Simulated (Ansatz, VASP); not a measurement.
## CdS: VASP beside Ansatz

```xyz
2
Lattice="0.0000 2.9165 2.9165 2.9165 0.0000 2.9165 2.9165 2.9165 0.0000" Properties=species:S:1:pos:R:3 pbc="T T T"
Cd    0.0000    0.0000    0.0000
S     1.4583    1.4583    1.4583
```

Alike in both runs: task single point; functional LDA; k mesh 6 × 6 × 6; no spin polarisation.

```csv
,VASP,Ansatz
version,VASP 6.6.1,Ansatz 0.2.0
potentials or method,"VASP PAW LDA potentials, release 64 (Cd, S), cutoff 500 eV",all-electron (LAPW or listed datasets)
occupations,"gaussian, width 0.01 eV",fixed
```

VASP gave:

| Property | Result |
| --- | --- |
| gap on the k mesh at the Fermi level (eV) | 0.89 |
| pressure (GPa) | -2.0 |

Problem. Estimate Ansatz's values.

Solution. gap on the k mesh at the Fermi level (eV): 0.86; pressure (GPa): -2.4.

LDA's correlation is that of Perdew and Zunger in VASP and of Perdew and Wang (1992) in Ansatz. Ansatz ran all-electron here, and VASP with PAW potentials.
